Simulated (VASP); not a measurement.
Input of a VASP 6.6.1 run:

Contents of INCAR:

```
SYSTEM = Cu
  PREC = Accurate
  ENCUT = 820
  EDIFF = 1E-6
  ISMEAR = 0
  SIGMA = 0.15
  LREAL = .FALSE.
  LASPH = .TRUE.
  NELM = 120
  ALGO = Normal
  ISIF = 2
  LWAVE = .FALSE.
  LCHARG = .FALSE.
  GGA = PS
  NBANDS = 16
  GGA_COMPAT = .FALSE.
```

The input KPOINTS:

```
Automatic mesh
0
G
  24 24 24
  0 0 0
```

POSCAR

```
Cu
1.0
    0.0000000000      1.9373154362      1.7478459866
    1.9373154362      0.0000000000      1.7478459866
    1.9373154362      1.9373154362      0.0000000000
Cu
1
Direct
    0.0000000000      0.0000000000      0.0000000000
```

Potentials or basis: VASP PAW PBE potentials, release 64 (Cu_sv_GW).

Run with:

```console
$ cat potpaw_PBE.64/Cu_sv_GW/POTCAR > POTCAR
$ mpirun -np 1 vasp_std > vasp.out
```

Estimate the band gap on the k mesh.

zero (an odd number of electrons rules out a gap without spin polarisation).

Predict the pressure.

-17.2 GPa.

Stress tensor (GPa, compression positive):
```
-18.09   0.00   0.00
  0.00 -18.09   0.00
  0.00   0.00 -15.45
```

Caveat: the cell stands under tension; the PAW data sets were made with another functional, which shifts forces and pressure a little.
